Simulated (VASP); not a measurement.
# Te (P6_3/mmc) in VASP: notebook

Te is run at these levels: PBE; tasks: relaxation of cell and atoms, single point.

All numbers are computed with VASP 6.6.1; they aren't measurements. Logs are shortened: lines on timing, memory, paths and dates and some standing lists are left out, and cuts for length are marked.

## Step 1: The cell of the first run

Symmetry: P6_3/mmc, No. 194, hexagonal system. The conventional cell has a = 2.952 Å, b = 2.952 Å, c = 4.572 Å, α = 90.00°, β = 90.00°, γ = 120.00°. Te (site symmetry -6m2) has 12 Te at 2.85 to 2.95 Å within 3.8 Å.

This isn't the form of Te at room conditions, which is trigonal, of chains.

## Step 2: Relaxation of cell and atoms, PBE, target pressure 87 GPa, at which the enthalpy is minimised

Contents of INCAR:

```
  PREC = Accurate
  ENCUT = 600
  EDIFF = 1E-6
  ISMEAR = -1
  SIGMA = 0.08
  LREAL = F
  LASPH = T
  NELM = 60
  ALGO = Normal
  ISIF = 3
  LWAVE = F
  LCHARG = F
  GGA = PE
  IBRION = 2
  NSW = 32
  EDIFFG = -0.005
  PSTRESS = 870.0
```

Contents of KPOINTS:

```
Automatic mesh
0
Gamma
  15 15 8
```

Contents of POSCAR:

```
Te
1.0
    2.9518679318      0.0000000000      0.0000000000
   -1.4759339659      2.5563926175      0.0000000000
    0.0000000000      0.0000000000      4.5718686712
Te
2
Direct
    0.3333333333      0.6666666667      0.2500000000
    0.6666666667      0.3333333333      0.7500000000
```

Potentials or basis: VASP PAW PBE potentials, release 64 (Te).

Run with:

```
cat potpaw_PBE.64/Te/POTCAR > POTCAR
mpirun -np 1 vasp_std > vasp.out
```

OUTCAR:

```text
PREC = Accurate
   ENCUT = 600
   EDIFF = 1E-6
   ISMEAR = -1
   LREAL = F
   LASPH = T
   NELM = 60
   ISIF = 3
   GGA = PE
   IBRION = 2
   NSW = 32
   EDIFFG = -0.005
   PSTRESS = 870.0

 ion  position               nearest neighbor table
   1  0.333  0.667  0.250-   2 2.85   2 2.85   2 2.85   2 2.85   2 2.85   2 2.85
   2  0.667  0.333  0.750-   1 2.85   1 2.85   1 2.85   1 2.85   1 2.85   1 2.85

  LATTYP: Found a hexagonal cell.
 ALAT       =     2.9518679318
 C/A-ratio  =     1.5488052910

  Lattice vectors:

 A1 = (   2.9518679318,   0.0000000000,   0.0000000000)
 A2 = (  -1.4759339659,   2.5563926175,   0.0000000000)
 A3 = (   0.0000000000,   0.0000000000,   4.5718686712)

Analysis of symmetry for initial positions (statically):
=====================================================================
 Subroutine PRICEL returns:
 Original cell was already a primitive cell.

 Routine SETGRP: Setting up the symmetry group for a
 hexagonal supercell.

 Subroutine GETGRP returns: Found 24 space group operations
 (whereof 12 operations were pure point group operations)
 out of a pool of 24 trial point group operations.

The static configuration has the point symmetry D_3d.
 The point group associated with its full space group is D_6h.

Analysis of symmetry for dynamics (positions and initial velocities):
=====================================================================
 Subroutine PRICEL returns:
 Original cell was already a primitive cell.

 Routine SETGRP: Setting up the symmetry group for a
 hexagonal supercell.

 Subroutine GETGRP returns: Found 24 space group operations
 (whereof 12 operations were pure point group operations)
 out of a pool of 24 trial point group operations.

The dynamic configuration has the point symmetry D_3d.
 The point group associated with its full space group is D_6h.

 Subroutine INISYM returns: Found 24 space group operations
 (whereof 12 operations are pure point group operations),
 and found     1 'primitive' translations

----------------------------------------------------------------------------------------

                                     Primitive cell

  volume of cell :      34.4999

  direct lattice vectors                    reciprocal lattice vectors
     2.951867932  0.000000000  0.000000000     0.338768544  0.195588110  0.000000000
    -1.475933966  2.556392617  0.000000000     0.000000000  0.391176220  0.000000000
     0.000000000  0.000000000  4.571868671     0.000000000  0.000000000  0.218728943

[... 93 lines left out ...]
   PSTRESS=  870.0 pullay stress
   NELECT =      12.0000    total number of electrons
   NUPDOWN=      -1.0000    fix difference up-down
   EMIN   =  10.00;   EMAX   =-10.00  energy-range for DOS
   EFERMI =   0.00;   METHOD = LEGACY
   ISMEAR =    -1;   SIGMA  =   0.08  broadening in eV -4-tet -1-fermi 0-gaus
   EFERMI_NEDOS =   21; number of points for ismear=-14 and -15
   IALGO  =     38    algorithm
   IMIX   =      4    mixing-type and parameters
     AMIX     =   0.40;   BMIX     =  1.00
     AMIX_MAG =   1.60;   BMIX_MAG =  1.00
  volume/ion in A,a.u.               =      17.25       116.41
  Fermi-wavevector in a.u.,A,eV,Ry     =   1.151319  2.175678 18.035018  1.325536
  Thomas-Fermi vector in A             =   2.287978
   LORBIT       =      0    0 simple, 1 ext, 2 COOP (PROOUT), +10 PAW based schemes
   GGA     = PE    functional components
   LHFCALC =     F    Hartree Fock is set to
   AEXX    =    0.0000 exact exchange contribution
   IVDW    =     0    specifies the selected vdW correction
   LEPSILON=     F    determine dielectric tensor
   LRPA    =     F    only Hartree local field effects (RPA)
 conjugate gradient relaxation of ions
 non-spin polarized calculation
  energy-cutoff  :      600.00
  volume of cell :       34.50
 maximum number of plane-waves:      1168
 NGX is ok and might be reduce to    24
   NGX = 11   NGY = 11   NGZ = 19

--------------------------------------- Ionic step        1  -------------------------------------------

 number of electron      12.0000000 magnetization

 Free energy of the ion-electron system (eV)
  ---------------------------------------------------
  ext. energy  EPLUGINS =         0.00000000
  ---------------------------------------------------
  free energy    TOTEN  =        -1.76099344 eV

  energy without entropy =       -1.74160497  energy(sigma->0) =       -1.75129920

------------------------ aborting loop because EDIFF is reached ----------------------------------------

  FORCE on cell =-STRESS in cart. coord.  units (eV):
  Direction    XX          YY          ZZ          XY          YZ          ZX
  --------------------------------------------------------------------------------------
  -------------------------------------------------------------------------------------
  Total       18.7886793     18.7886792     18.8275527      0.0000000      0.0000000      0.0000000
  in kB      872.5465597    872.5465597    874.3518411      0.0000000      0.0000000      0.0000000
  external PRESSURE =       3.1483202 kB  Pullay stress =     870.0000000 kB
[... 177 lines left out ...]
--------------------------------------- Ionic step        6  -------------------------------------------

 number of electron      12.0000000 magnetization

 Free energy of the ion-electron system (eV)
  ---------------------------------------------------
  ext. energy  EPLUGINS =         0.00000000
  ---------------------------------------------------
  free energy    TOTEN  =        -1.77587207 eV

  energy without entropy =       -1.75653792  energy(sigma->0) =       -1.76620500

 E-fermi :  16.5439     XC(G=0): -12.4418

 val. band max:       16.4974966716   @ k =   0.2667   0.2667   0.1250
 cond. band min:      16.5475251497   @ k =   0.1333   0.0667   0.2500
 fundamental gap:      0.0500284781
 Fermi energy:        16.5438886868

 k-point     1 :       0.0000    0.0000    0.0000
  band No.  band energies     occupation
      1      -2.7136      2.00000
      2       4.1897      2.00000
      3       6.0386      2.00000
      4      19.1170      0.00000
      5      19.1170      0.00000
      6      21.8581      0.00000
      7      21.8581      0.00000
      8      23.8763      0.00000
      9      24.4199      0.00000
     10      24.4860      0.00000
[... 287 lines left out ...]
 k-point    24 :       0.4000    0.2000    0.0000
  band No.  band energies     occupation
      1       3.2641      2.00000
      2       4.6986      2.00000
      3       9.2079      2.00000
      4      11.5949      2.00000
      5      11.6294      2.00000
      6      11.6983      2.00000
      7      13.9078      2.00000
      8      16.1267      1.98919
      9      19.3633      0.00000
     10      24.4790      0.00000

 [... further k-points ...]
[... 5 lines left out ...]
  --------------------------------------------------------------------------------------
  -------------------------------------------------------------------------------------
  Total       18.7502776     18.7502776     18.7425613      0.0000000     -0.0000000      0.0000000
  in kB      870.0735208    870.0735207    869.7154571      0.0000000     -0.0000000      0.0000000
  external PRESSURE =      -0.0458338 kB  Pullay stress =     870.0000000 kB
[... 21 lines left out ...]
  energy  without entropy=       -1.7565379235  energy(sigma->0) =       -1.76620500

  enthalpy is  TOTEN    =        16.9728211597 eV   P V=       18.7486932283

 reached required accuracy - stopping structural energy minimisation
```

CONTCAR:

```text
Te
   1.00000000000000
     2.9520640931442768    0.0000000000000000    0.0000000000000000
    -1.4760320465721384    2.5565624981486006   -0.0000000000000000
     0.0000000000000000    0.0000000000000000    4.5748845249486827
  Te
     2
Direct
     0.3333333332999970    0.6666666667000030    0.2500000000000000
     0.6666666667000030    0.3333333332999970    0.7500000000000000

  0.00000000E+00  0.00000000E+00  0.00000000E+00
  0.00000000E+00  0.00000000E+00  0.00000000E+00
```

It took 60 s on 1 thread of AMD EPYC 9R45 (Zen 5), shared host; peak memory 0.17 GiB.

Results:

```
Free energy                                                : -1.7759 eV
Relaxed volume                                             : 17.26 Å³/atom
Relaxed cell                                               : a = 2.952 Å, b = 2.952 Å, c = 4.575 Å, α = 90.00°, β = 90.00°, γ = 120.00°
Space group after relaxing (to 0.1 Å)                      : P6_3/mmc (No. 194)
Energy change on relaxing (the run minimises the enthalpy) : -7.4 meV/atom
Ionic steps                                                : 6
Pressure after relaxing                                    : 87.0 GPa
Band gap on the k mesh                                     : zero (bands 6 and 7 overlap by 8.82 eV)
```

Step by step:
```
step  energy change (eV)  largest force (eV/Å)  pressure (GPa)  volume (Å³)
   1              0.0000                0.0000           87.31        34.50
   2             -0.0914                0.0000           85.45        34.67
   3             -0.0152                0.0000           87.00        34.53
   4             -0.0159                0.0000           86.99        34.53
   5             -0.0163                0.0000           86.98        34.53
   6             -0.0149                0.0000           87.00        34.53
```

Final structure:
```
Te
1.0
     2.95206    0.00000    0.00000
    -1.47603    2.55656    0.00000
     0.00000    0.00000    4.57488
Te
2
Direct
  0.33333 0.66667 0.25000
  0.66667 0.33333 0.75000
```

Caveat: the cell is relaxed towards a set pressure, so the run minimises the enthalpy, not the energy; spin-orbit coupling is left out, which moves the levels of the heavy elements.

## Step 3: Relaxation of cell and atoms, PBE, target pressure 87 GPa, at which the enthalpy is minimised

This run uses another cell than the first one, of 17.37 Å³/atom.

Contents of INCAR:

```
PREC     = Accurate       # precision mode
ENCUT    = 600            # plane-wave cutoff, eV
EDIFF    = 1E-6           # SCF threshold, eV
ISMEAR   = -1             # smearing method
SIGMA    = 0.08           # smearing width, eV
LREAL    = False          # projectors in reciprocal space
LASPH    = True           # aspherical terms in the spheres
NELM     = 60             # most SCF steps
ALGO     = Normal         # electronic algorithm
ISIF     = 3              # what is computed and relaxed
LWAVE    = False          # write WAVECAR
LCHARG   = False          # write CHGCAR
GGA      = PE             # functional
IBRION   = 2              # ionic algorithm
NSW      = 60             # ionic steps
EDIFFG   = -0.005         # ionic threshold
PSTRESS  = 870.0
```

KPOINTS is that of step 2.

Contents of POSCAR:

```
Te
1.0
    2.9145063253      0.0000000000      0.0000000000
   -1.4572531627      2.5240365172      0.0000000000
    0.0000000000      0.0000000000      4.7215002470
Te
2
Direct
    0.3333333333      0.6666666667      0.2500000000
    0.6666666667      0.3333333333      0.7500000000
```

Potentials or basis: VASP PAW PBE potentials, release 64 (Te).

Run with:

```
cat potpaw_PBE.64/Te/POTCAR > POTCAR
mpirun -np 1 vasp_std > vasp.out
```

Run time: 1.8 min. Hardware: 1 thread of AMD EPYC 9R45 (Zen 5), shared host; peak memory 0.17 GiB.

Results (log left out):

```yaml
Free_energy: -1.7783 eV
Relaxed_volume: 17.27 Å³/atom
Relaxed_cell: a = 2.952 Å, b = 2.952 Å, c = 4.575 Å, α = 90.00°, β = 90.00°, γ = 120.00°
Space_group_after_relaxing_to_0.1_Å: P6_3/mmc (No. 194)
Energy_change_on_relaxing_the_run_minimises_the_enthalpy: +33.3 meV/atom
Ionic_steps: 12
Pressure_after_relaxing: 87.0 GPa
Band_gap_on_the_k_mesh: zero (bands 6 and 7 overlap by 8.81 eV)
```

Step by step:
```
step  energy change (eV)  largest force (eV/Å)  pressure (GPa)  volume (Å³)
   1              0.0000                0.0000           84.51        34.73
   2              0.7429                0.0000          100.69        33.37
   3              0.3594                0.0000           92.34        34.03
   4              0.3139                0.0000           91.93        34.09
   5              0.3112                0.0000           91.92        34.09
   6              0.0619                0.0000           86.84        34.54
   7              0.0708                0.0000           87.01        34.52
   8              0.0755                0.0000           87.09        34.52
   9              0.0749                0.0000           87.11        34.52
  10              0.0732                0.0000           87.09        34.52
  11              0.0736                0.0000           87.09        34.52
  12              0.0666                0.0000           86.96        34.53
```

Final structure:
```xyz
2
Lattice="2.9524 0.0000 0.0000 -1.4762 2.5568 0.0000 0.0000 0.0000 4.5746" Properties=species:S:1:pos:R:3 pbc="T T T"
Te    0.0000    1.7045    1.1436
Te    1.4762    0.8523    3.4309
```

Levels at points of the mesh, in eV from the Fermi level:
| k point | band 3 | band 4 | band 5 | band 6 | band 7 | band 8 | band 9 | band 10 |
| --- | --- | --- | --- | --- | --- | --- | --- | --- |
| (0.00, 0.00, 0.00) | -10.50 | 2.57 | 2.57 | 5.31 | 5.31 | 7.33 | 7.88 | 7.94 |
| (0.00, 0.00, 0.50) | -1.84 | -1.84 | 4.03 | 4.03 | 4.03 | 4.03 | 7.96 | 7.96 |

Caveat: the cell is relaxed towards a set pressure, so the run minimises the enthalpy, not the energy; spin-orbit coupling is left out, which moves the levels of the heavy elements.

## Step 4: Single point, PBE

Contents of INCAR:

```
SYSTEM = Te
PREC = Accurate ; ENCUT = 520
EDIFF = 1E-6 ; ISMEAR = -1
SIGMA = 0.08 ; LREAL = .False.
LASPH = .True. ; NELM = 80
ALGO = Normal ; ISIF = 2
LWAVE = .False. ; LCHARG = .False.
GGA = PE ; NBANDS = 13
```

Contents of KPOINTS:

```
Automatic mesh
0
Gamma
  15 15 8
  0 0 0
```

Contents of POSCAR:

```
Te
1.0
    2.9518679318      0.0000000000      0.0000000000
   -1.4759339659      2.5563926175      0.0000000000
    0.0000000000      0.0000000000      4.5718686712
Te
2
Direct
    0.3333333333      0.6666666667      0.2500000000
    0.6666666667      0.3333333333      0.7500000000
```

Run with:

```
cat potpaw_PBE.64/Te/POTCAR > POTCAR
mpirun -np 1 vasp_std > vasp.out
```

Wall time 18 s (1 thread of Intel Xeon 6975P-C (Granite Rapids), shared host); peak memory 0.18 GiB.

Results (log left out):

```yaml
Free_energy: -1.7608 eV
Pressure: 87.3 GPa
Band_gap_on_the_k_mesh: zero (bands 6 and 7 overlap by 8.82 eV)
```

Stress tensor (GPa, compression positive):
```
87.26  0.00  0.00
 0.00 87.26  0.00
 0.00  0.00 87.44
```

Levels at points of the mesh, in eV from the Fermi level:
```csv
k point,band 3,band 4,band 5,band 6,band 7,band 8,band 9,band 10
"(0.00, 0.00, 0.00)",-10.51,2.57,2.57,5.31,5.31,7.33,7.90,7.94
"(0.00, 0.00, 0.50)",-1.83,-1.83,4.03,4.03,4.03,4.03,7.96,7.96
```

Caveat: the cell stands under pressure; spin-orbit coupling is left out, which moves the levels of the heavy elements.

## Step 5: Summary

```tsv
task	cell	cutoff (eV)	gap on the mesh (eV)	pressure (GPa)
relaxation of cell and atoms	relaxed to 87 GPa from a = 2.952, b = 2.952, c = 4.572 Å, angles 90.0, 90.0, 120.0°, 2 atoms	600	none	87.0
relaxation of cell and atoms	relaxed to 87 GPa from a = 2.915, b = 2.915, c = 4.722 Å, angles 90.0, 90.0, 120.0°, 2 atoms	600	none	87.0
single point	a = 2.952, b = 2.952, c = 4.572 Å, angles 90.0, 90.0, 120.0°, 2 atoms	520	none	87.3
```

Alike in all rows: level PBE; potentials or basis VASP PAW PBE potentials, release 64 (Te); no spin polarisation; k mesh 15 × 15 × 8; smearing fermi-dirac 0.08 eV.

Caveats: spin-orbit coupling is left out, which moves the levels of the heavy elements; the cell is relaxed towards a set pressure, so the run minimises the enthalpy, not the energy (at least some runs); the cell stands under pressure (at least some runs).

Total energies depend on the potentials used, so only differences within one code and one set of settings carry meaning.
